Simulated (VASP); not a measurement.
# Mo (Im-3m) in VASP: further runs

Mo is run at these levels: PBE, PBE+U; tasks: single point.

All numbers are computed with VASP 6.6.1; they aren't measurements. Logs are shortened: lines on timing, memory, paths and dates and some standing lists are left out, and cuts for length are marked.

### Step 1. The cell of the first run

The structure is cubic, space group Im-3m (No. 229). The conventional cell has a = 3.131 Å, b = 3.131 Å, c = 3.131 Å, α = 90.00°, β = 90.00°, γ = 90.00°. Within 3.6 Å of Mo (site symmetry m-3m) lie 14 Mo at 2.71 to 3.13 Å.

### Step 2. Single point, PBE

INCAR

```
SYSTEM = Mo
ALGO = Normal
EDIFF = 1E-7
ENCUT = 520
GGA = PE
ISIF = 2
ISMEAR = -1
LASPH = .True.
LCHARG = .False.
LREAL = .False.
LWAVE = .False.
NBANDS = 13
NELM = 100
PREC = Accurate
SIGMA = 0.1
```

KPOINTS

```
k-points
0
Gamma
  8 8 8
  0 0 0
```

POSCAR

```
Mo
1.0
   -1.5653230000      1.5653230000      1.5653230000
    1.5653230000     -1.5653230000      1.5653230000
    1.5653230000      1.5653230000     -1.5653230000
Mo
1
Direct
    0.0000000000      0.0000000000      0.0000000000
```

Potentials or basis: VASP PAW PBE potentials, release 64 (Mo_sv).

Launch:

```console
cat potpaw_PBE.64/Mo_sv/POTCAR > POTCAR
mpirun -np 1 vasp_std > vasp.out
```

OUTCAR:

```text
SYSTEM = Mo
   EDIFF = 1E-7
   ENCUT = 520
   GGA = PE
   ISIF = 2
   ISMEAR = -1
   LASPH = .True.
   LREAL = .False.
   NELM = 100
   PREC = Accurate

 ion  position               nearest neighbor table
   1  0.000  0.000  0.000-

  LATTYP: Found a body centered cubic cell.
 ALAT       =     3.1306460000

  Lattice vectors:

 A1 = (  -1.5653230000,   1.5653230000,   1.5653230000)
 A2 = (   1.5653230000,  -1.5653230000,   1.5653230000)
 A3 = (   1.5653230000,   1.5653230000,  -1.5653230000)

Analysis of symmetry for initial positions (statically):
=====================================================================
 Subroutine PRICEL returns:
 Original cell was already a primitive cell.

 Routine SETGRP: Setting up the symmetry group for a
 body centered cubic supercell.

 Subroutine GETGRP returns: Found 48 space group operations
 (whereof 48 operations were pure point group operations)
 out of a pool of 48 trial point group operations.

The static configuration has the point symmetry O_h .

Analysis of symmetry for dynamics (positions and initial velocities):
=====================================================================
 Subroutine PRICEL returns:
 Original cell was already a primitive cell.

 Routine SETGRP: Setting up the symmetry group for a
 body centered cubic supercell.

 Subroutine GETGRP returns: Found 48 space group operations
 (whereof 48 operations were pure point group operations)
 out of a pool of 48 trial point group operations.

The dynamic configuration has the point symmetry O_h .

 Subroutine INISYM returns: Found 48 space group operations
 (whereof 48 operations are pure point group operations),
 and found     1 'primitive' translations

----------------------------------------------------------------------------------------

                                     Primitive cell

  volume of cell :      15.3416

  direct lattice vectors                    reciprocal lattice vectors
    -1.565323000  1.565323000  1.565323000     0.000000000  0.319422892  0.319422892
     1.565323000 -1.565323000  1.565323000     0.319422892  0.000000000  0.319422892
     1.565323000  1.565323000 -1.565323000     0.319422892  0.319422892  0.000000000

  length of vectors
     2.711218966  2.711218966  2.711218966     0.451732186  0.451732186  0.451732186

  position of ions in fractional coordinates (direct lattice)
     0.000000000  0.000000000  0.000000000

  ion indices of the primitive-cell ions
   primitive index   ion index
                 1           1

----------------------------------------------------------------------------------------

 KPOINTS: k-points

Automatic generation of k-mesh.
 Grid dimensions read from file:
 generate k-points for:    8    8    8

 Generating k-lattice:

  Cartesian coordinates                     Fractional coordinates (reciprocal lattice)
     0.000000000  0.039927862  0.039927862     0.125000000  0.000000000  0.000000000
     0.039927862  0.000000000  0.039927862     0.000000000  0.125000000  0.000000000
     0.039927862  0.039927862  0.000000000     0.000000000  0.000000000  0.125000000

  Length of vectors
     0.056466523  0.056466523  0.056466523

  Shift w.r.t. Gamma in fractional coordinates (k-lattice)
     0.000000000  0.000000000  0.000000000

 Subroutine IBZKPT returns following result:
 ===========================================

 Found     29 irreducible k-points:

 Following reciprocal coordinates:
            Coordinates               Weight
  0.000000  0.000000  0.000000      1.000000
  0.125000  0.000000  0.000000     12.000000
  0.250000  0.000000  0.000000     12.000000
  0.375000  0.000000  0.000000     12.000000
  0.500000  0.000000  0.000000      6.000000
  0.125000  0.125000  0.000000     24.000000
[... 16 lines left out ...]
 -0.250000  0.250000  0.250000      6.000000
 -0.375000  0.375000  0.250000     24.000000
 [... further k-points ...]
   k-points           NKPTS =     29   k-points in BZ     NKDIM =     29   number of bands    NBANDS=     13
   number of dos      NEDOS =    301   number of ions     NIONS =      1
   total plane-waves  NPLWV =   8000
   dimension x,y,z NGX =    20 NGY =   20 NGZ =   20
   dimension x,y,z NGXF=    40 NGYF=   40 NGZF=   40
   ions per type =               1
   NGX,Y,Z   is equivalent  to a cutoff of  12.26, 12.26, 12.26 a.u.
   NGXF,Y,Z  is equivalent  to a cutoff of  24.53, 24.53, 24.53 a.u.
 SYSTEM =  Mo
   PREC   = accura    normal or accurate (medium, high low for compatibility)
   ISTART =      0    job   : 0-new  1-cont  2-samecut
   ICHARG =      2    charge: 1-file 2-atom 10-const
   ISPIN  =      1    spin polarized calculation?
   LNONCOLLINEAR =      F non collinear calculations
   LSORBIT =      F    spin-orbit coupling
   LASPH  =      T    aspherical Exc in radial PAW
   ENCUT  =  520.0 eV  38.22 Ry    6.18 a.u.   5.04  5.04  5.04*2*pi/ulx,y,z
   NELM   =    100;   NELMIN=  2; NELMDL= -5     # of ELM steps
   EDIFF  = 0.1E-06   stopping-criterion for ELM
   LREAL  =      F    real-space projection
   EDIFFG = 0.1E-05   stopping-criterion for IOM
   NSW    =      0    number of steps for IOM
   IBRION =     -1    ionic relax: 0-MD 1-quasi-New 2-CG
   NFREE  =      0    steps in history (QN), initial steepest desc. (CG)
   ISIF   =      2    stress and relaxation
   ISYM   =      2    0-nonsym 1-usesym 2-fastsym
   POTIM  = 0.5000    time-step for ionic-motion
   TEBEG  =    0.0;   TEEND  =   0.0 temperature during run
   PSTRESS=    0.0 pullay stress
   NELECT =      14.0000    total number of electrons
   NUPDOWN=      -1.0000    fix difference up-down
   EMIN   =  10.00;   EMAX   =-10.00  energy-range for DOS
   EFERMI =   0.00;   METHOD = LEGACY
   ISMEAR =    -1;   SIGMA  =   0.10  broadening in eV -4-tet -1-fermi 0-gaus
   EFERMI_NEDOS =   21; number of points for ismear=-14 and -15
   IALGO  =     38    algorithm
   IMIX   =      4    mixing-type and parameters
     AMIX     =   0.40;   BMIX     =  1.00
     AMIX_MAG =   1.60;   BMIX_MAG =  1.00
  volume/ion in A,a.u.               =      15.34       103.53
  Fermi-wavevector in a.u.,A,eV,Ry     =   1.587914  3.000722 34.306678  2.521470
  Thomas-Fermi vector in A             =   2.686998
   LORBIT       =      0    0 simple, 1 ext, 2 COOP (PROOUT), +10 PAW based schemes
   GGA     = PE    functional components
   LHFCALC =     F    Hartree Fock is set to
   AEXX    =    0.0000 exact exchange contribution
   IVDW    =     0    specifies the selected vdW correction
   LEPSILON=     F    determine dielectric tensor
   LRPA    =     F    only Hartree local field effects (RPA)
 non-spin polarized calculation
  energy-cutoff  :      520.00
  volume of cell :       15.34
 maximum number of plane-waves:       427
   NGX =  9   NGY =  9   NGZ =  9

 number of electron      13.9999998 magnetization

 Free energy of the ion-electron system (eV)
  ---------------------------------------------------
  ext. energy  EPLUGINS =         0.00000000
  ---------------------------------------------------
  free energy    TOTEN  =       -10.91335361 eV

  energy without entropy =      -10.88597786  energy(sigma->0) =      -10.89966574

 E-fermi :  12.8038     XC(G=0): -13.4957

 val. band max:       12.7541867680   @ k =  -0.2500   0.2500   0.1250
 cond. band min:      12.9415794112   @ k =   0.3750   0.0000   0.0000
 fundamental gap:      0.1873926431
 Fermi energy:        12.8038181065

 k-point     1 :       0.0000    0.0000    0.0000
  band No.  band energies     occupation
      1     -48.3805      2.00000
      2     -21.6027      2.00000
      3     -21.6027      2.00000
      4     -21.6027      2.00000
      5       5.6009      2.00000
      6      11.5002      2.00000
      7      11.5002      2.00000
      8      11.5002      2.00000
      9      14.5961      0.00000
     10      14.5961      0.00000
     11      27.7564      0.00000
     12      27.7564      0.00000
     13      27.7564      0.00000

 k-point     2 :       0.1250    0.0000    0.0000
  band No.  band energies     occupation
      1     -48.3396      2.00000
      2     -21.8344      2.00000
      3     -21.6742      2.00000
      4     -21.6046      2.00000
      5       6.2739      2.00000
      6      11.1251      2.00000
      7      11.4065      2.00000
      8      12.1571      1.99690
      9      14.1462      0.00000
     10      14.6139      0.00000
     11      28.1911      0.00000
     12      28.9188      0.00000
     13      28.9603      0.00000

 k-point     3 :       0.2500    0.0000    0.0000
  band No.  band energies     occupation
      1     -48.2395      2.00000
      2     -22.3720      2.00000
      3     -21.8432      2.00000
      4     -21.6092      2.00000
      5       7.5847      2.00000
      6      10.3349      2.00000
      7      11.3109      2.00000
      8      13.9806      0.00002
      9      14.0546      0.00001
     10      14.7604      0.00000
     11      27.7908      0.00000
     12      29.3012      0.00000
     13      31.9997      0.00000
[... 305 lines left out ...]
 k-point    23 :      -0.2500    0.2500    0.2500
  band No.  band energies     occupation
      1     -48.1189      2.00000
      2     -22.4010      2.00000
      3     -22.1048      2.00000
      4     -22.1048      2.00000
      5       9.1235      2.00000
      6      10.1352      2.00000
      7      12.2620      1.99116
      8      12.2620      1.99116
      9      13.7855      0.00011
     10      16.4367      0.00000
     11      28.2402      0.00000
     12      31.4455      0.00000
     13      31.8362      0.00000

 k-point    24 :      -0.3750    0.3750    0.2500
  band No.  band energies     occupation
      1     -48.0321      2.00000
      2     -22.7058      2.00000
      3     -22.2831      2.00000
      4     -22.1493      2.00000
      5       8.8620      2.00000
      6       9.4561      2.00000
      7      12.2541      1.99184
      8      13.1107      0.08880
      9      15.8598      0.00000
     10      18.0416      0.00000
     11      26.9536      0.00000
     12      29.0233      0.00000
     13      30.0262      0.00000

 [... further k-points ...]

------------------------ aborting loop because EDIFF is reached ----------------------------------------

  FORCE on cell =-STRESS in cart. coord.  units (eV):
  Direction    XX          YY          ZZ          XY          YZ          ZX
  --------------------------------------------------------------------------------------
  -------------------------------------------------------------------------------------
  Total        0.8450509      0.8450509      0.8450509     -0.0000000      0.0000000      0.0000000
  in kB       88.2513889     88.2513889     88.2513889     -0.0000000      0.0000000      0.0000000
  external PRESSURE =      88.2513889 kB  Pullay stress =       0.0000000 kB

 VOLUME and BASIS-vectors are now :
 -----------------------------------------------------------------------------
  energy-cutoff  :      520.00
  volume of cell :       15.34
      direct lattice vectors                 reciprocal lattice vectors
    -1.565323000  1.565323000  1.565323000     0.000000000  0.319422892  0.319422892
     1.565323000 -1.565323000  1.565323000     0.319422892  0.000000000  0.319422892
     1.565323000  1.565323000 -1.565323000     0.319422892  0.319422892  0.000000000

 POSITION                                       TOTAL-FORCE (eV/Angst)
 -----------------------------------------------------------------------------------
      0.00000      0.00000      0.00000         0.000000      0.000000      0.000000
 -----------------------------------------------------------------------------------
    total drift:                                0.000000     -0.000000      0.000000

  FREE ENERGIE OF THE ION-ELECTRON SYSTEM (eV)
  ---------------------------------------------------
  free  energy   TOTEN  =       -10.9133536144 eV

  energy  without entropy=      -10.8859778599  energy(sigma->0) =      -10.89966574
```

Wall time 4.8 s (1 thread of Intel Xeon 6975P-C, shared host); peak memory 0.12 GiB.

Results:

| Item | Value |
| --- | --- |
| Free energy | -10.9134 eV |
| Pressure | 8.8 GPa |
| Band gap on the k mesh | zero (band 7 reaches 16.99 eV, above the bottom of band 8 at 11.50 eV) |

Levels at points of the mesh, in eV from the Fermi level:
| k point | band 5 | band 6 | band 7 | band 8 | band 9 | band 10 |
| --- | --- | --- | --- | --- | --- | --- |
| (0.00, 0.00, 0.00) | -7.20 | -1.30 | -1.30 | -1.30 | 1.79 | 1.79 |
| (0.50, 0.00, 0.00) | -5.34 | -3.40 | 1.79 | 1.83 | 2.48 | 4.97 |
| (0.50, 0.50, 0.50) | -5.49 | -5.49 | 4.19 | 4.19 | 4.19 | 9.31 |

### Step 3. Single point, PBE, collinear spin, ferromagnetic start

INCAR

```
PREC = Accurate ; ENCUT = 520
EDIFF = 1E-6 ; ISMEAR = -1
SIGMA = 0.1 ; LREAL = F
LASPH = T ; NELM = 150
ALGO = Normal ; ISIF = 2
LWAVE = F ; LCHARG = T
ISPIN = 2 ; MAGMOM = 2
LORBIT = 11 ; LMAXMIX = 4
GGA = PE ; LELF = T
LVHAR = T ; NBANDS = 17
```

KPOINTS

```
regular mesh
0
Gamma
  8 8 8
```

POSCAR is that of step 2.

Potentials or basis: VASP PAW PBE potentials, release 64 (Mo_sv).

Launch:

```console
cat potpaw_PBE.64/Mo_sv/POTCAR > POTCAR
mpirun -np 1 vasp_std > vasp.out
```

It took 9.4 s on 1 thread of Intel Xeon 6975P-C, shared host; peak memory 0.14 GiB.

Results (log left out):

```yaml
Free_energy: -10.9134 eV
Pressure: 8.8 GPa
Band_gap_on_the_k_mesh: zero (filled and empty bands overlap)
Net_moment: 0.00 μB per cell
Valence_electrons_inside_the_program's_atomic_spheres: Mo 12.54
```

Levels at points of the mesh, in eV from the Fermi level:
Spin up:
```csv
k point,band 3,band 4,band 5,band 6,band 7,band 8,band 9,band 10,band 11,band 12
"(0.00, 0.00, 0.00)",-34.41,-34.41,-7.20,-1.30,-1.30,-1.30,1.79,1.79,14.95,14.95
"(0.50, 0.00, 0.00)",-34.88,-34.42,-5.34,-3.40,1.79,1.83,2.48,4.97,12.03,12.09
"(0.50, 0.50, 0.50)",-35.43,-35.43,-5.49,-5.49,4.19,4.19,4.19,9.30,9.30,9.30
```
Spin down:
```tsv
k point	band 4	band 5	band 6	band 7	band 8	band 9	band 10	band 11
(0.00, 0.00, 0.00)	-34.41	-7.20	-1.30	-1.30	-1.30	1.79	1.79	14.95
(0.50, 0.00, 0.00)	-34.42	-5.34	-3.40	1.79	1.83	2.48	4.97	12.04
(0.50, 0.50, 0.50)	-35.43	-5.49	-5.49	4.19	4.19	4.19	9.31	9.31
```

### Step 4. Single point, PBE+U

INCAR

```
SYSTEM = Mo
ALGO = Normal ; EDIFF = 1E-6
ENCUT = 500 ; GGA = PE
GGA_COMPAT = .False. ; ISIF = 2
ISMEAR = -1 ; LASPH = .True.
LCHARG = .False. ; LDAU = .True.
LDAUJ = 0 ; LDAUL = 2
LDAUPRINT = 1 ; LDAUTYPE = 2
LDAUU = 2 ; LMAXMIX = 4
LREAL = .False. ; LWAVE = .False.
NBANDS = 13 ; NELM = 200
PREC = Accurate ; SIGMA = 0.1
```

KPOINTS

```
k-points
0
Gamma
  8 8 8
  0 0 0
```

POSCAR is that of step 3.

Launch:

```console
cat potpaw_PBE.64/Mo_sv/POTCAR > POTCAR
mpirun -np 1 vasp_std > vasp.out
```

Wall time 8 s (1 thread of Intel Xeon 8259CL, shared host); peak memory 0.12 GiB.

It converged, with:

```
Free energy            : -8.5742 eV
Pressure               : 13.4 GPa
Band gap on the k mesh : zero (band 7 reaches 17.03 eV, above the bottom of band 8 at 11.55 eV)
```

Levels at points of the mesh, in eV from the Fermi level:
| k point | band 4 | band 5 | band 6 | band 7 | band 8 | band 9 | band 10 | band 11 |
| --- | --- | --- | --- | --- | --- | --- | --- | --- |
| (0.00, 0.00, 0.00) | -34.58 | -7.33 | -1.37 | -1.37 | -1.37 | 2.01 | 2.01 | 14.83 |
| (0.50, 0.00, 0.00) | -34.59 | -5.35 | -3.47 | 1.67 | 1.96 | 2.72 | 4.89 | 11.95 |
| (0.50, 0.50, 0.50) | -35.59 | -5.31 | -5.31 | 4.11 | 4.11 | 4.11 | 9.18 | 9.18 |

Eigenvalues of the final occupation matrices:
```
    site  spin  trace               eigenvalues
site 1 d     1   1.98  0.30 0.30 0.46 0.46 0.46
site 1 d     2   1.98  0.30 0.30 0.46 0.46 0.46
```

Caveat: U without spin polarisation on a metal has little footing; the U is typed as a test and isn't derived for this compound.

### Step 5. The runs side by side

| level | spin | U | cutoff (eV) | gap on the mesh (eV) | pressure (GPa) |
| --- | --- | --- | --- | --- | --- |
| PBE | off | - | 520 | none | 8.8 |
| PBE | collinear, ferromagnetic start | - | 520 | none | 8.8 |
| PBE+U | off | Mo d U = 2.0 eV | 500 | none | 13.4 |

Alike in all rows: task single point; potentials or basis VASP PAW PBE potentials, release 64 (Mo_sv); cell as given; k mesh 8 × 8 × 8; smearing fermi-dirac 0.1 eV.

Every run on the cell as given and a fine mesh finds a metal. The pressure there spans 8.8 GPa (PBE) to 13.4 GPa (PBE+U); a positive pressure means that this level wants a larger cell, a negative one a smaller.

Caveats: U without spin polarisation on a metal has little footing (some runs); the U is typed as a test and isn't derived for this compound (some runs).

Absolute energies hang on the potentials; compare differences alone.
